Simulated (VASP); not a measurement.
Wanted: the native input for a VASP 6.6.1 run.

| Item | Value |
| --- | --- |
| Task | single point |
| Functional | PBE |
| Potentials or basis | VASP PAW PBE potentials, release 64 (Tl_d, Br) |
| Cutoff | 520 eV |
| k mesh | 8 × 8 × 8 |
| Occupations | gaussian, width 0.1 eV |
| Spin | no spin polarisation |
| Dipole correction | no |
| k mesh for the DOS | 12 × 12 × 12 |
| Occupations for the DOS | tetrahedron |
| Further INCAR settings | ALGO = Normal; EDIFF = 1e-06; NBANDS = 38 |

Tl4Br:

```
Tl Br
1.0
    -3.69445    3.69445    3.69445
     3.69445   -3.69445    3.69445
     3.69445    3.69445   -3.69445
Tl Br
4 1
Direct
  0.50000 0.50000 0.50000
  0.00000 0.00000 0.50000
  0.00000 0.50000 0.00000
  0.50000 0.00000 0.00000
  0.00000 0.00000 0.00000
```

The input as run:

POSCAR

```
Tl4Br
1.0
   -3.6944467266      3.6944467266      3.6944467266
    3.6944467266     -3.6944467266      3.6944467266
    3.6944467266      3.6944467266     -3.6944467266
Tl Br
4 1
Direct
    0.5000000000      0.5000000000      0.5000000000
    0.0000000000      0.0000000000      0.5000000000
    0.0000000000      0.5000000000      0.0000000000
    0.5000000000      0.0000000000      0.0000000000
    0.0000000000      0.0000000000      0.0000000000
```

INCAR.step1

```
SYSTEM = Tl4Br
PREC     = Accurate       ! precision mode
ENCUT    = 520            ! plane-wave cutoff, eV
EDIFF    = 1E-6           ! SCF threshold, eV
ISMEAR   = 0              ! smearing method
SIGMA    = 0.1            ! smearing width, eV
LREAL    = .False.        ! projectors in reciprocal space
LASPH    = .True.         ! aspherical terms in the spheres
NELM     = 60             ! most SCF steps
ALGO     = Normal         ! electronic algorithm
ISIF     = 2              ! what is computed and relaxed
LWAVE    = .False.        ! write WAVECAR
LCHARG   = .True.         ! write CHGCAR
GGA      = PE             ! functional
NBANDS   = 38             ! bands
```

KPOINTS.step1

```
Automatic mesh
0
Gamma
  8 8 8
  0 0 0
```

INCAR.step2

```
SYSTEM = Tl4Br
PREC     = Accurate       ! precision mode
ENCUT    = 520            ! plane-wave cutoff, eV
EDIFF    = 1E-6           ! SCF threshold, eV
ISMEAR   = -5             ! smearing method
SIGMA    = 0.1            ! smearing width, eV
LREAL    = .False.        ! projectors in reciprocal space
LASPH    = .True.         ! aspherical terms in the spheres
NELM     = 60             ! most SCF steps
ALGO     = Normal         ! electronic algorithm
ISIF     = 2              ! what is computed and relaxed
LWAVE    = .False.        ! write WAVECAR
LCHARG   = .False.        ! write CHGCAR
GGA      = PE             ! functional
LORBIT   = 11             ! projections on sites
NBANDS   = 38             ! bands
NEDOS    = 1001           ! points of the DOS
ICHARG   = 11             ! starting density
```

KPOINTS.step2

```
Automatic mesh
0
Gamma
  12 12 12
  0 0 0
```

Potentials or basis: VASP PAW PBE potentials, release 64 (Tl_d, Br).

Launch:

```sh
$ cat potpaw_PBE.64/Tl_d/POTCAR potpaw_PBE.64/Br/POTCAR > POTCAR
$ cp INCAR.step1 INCAR
$ cp KPOINTS.step1 KPOINTS
$ mpirun -np 1 vasp_std > vasp.out
$ cp INCAR.step2 INCAR
$ cp KPOINTS.step2 KPOINTS
$ mpirun -np 1 vasp_std > vasp.out
```

It gave:

The valence electrons inside the program's atomic spheres are Tl 11.14; Br 4.85.

Caveat: an odd number of electrons without spin polarisation forces a metal; a magnetic or distorted state may lie lower.

Run time: 3.1 min on 1 thread of Intel(R) Xeon(R) 6975P-C (Granite Rapids), on a shared host, peak memory 0.6 GiB.
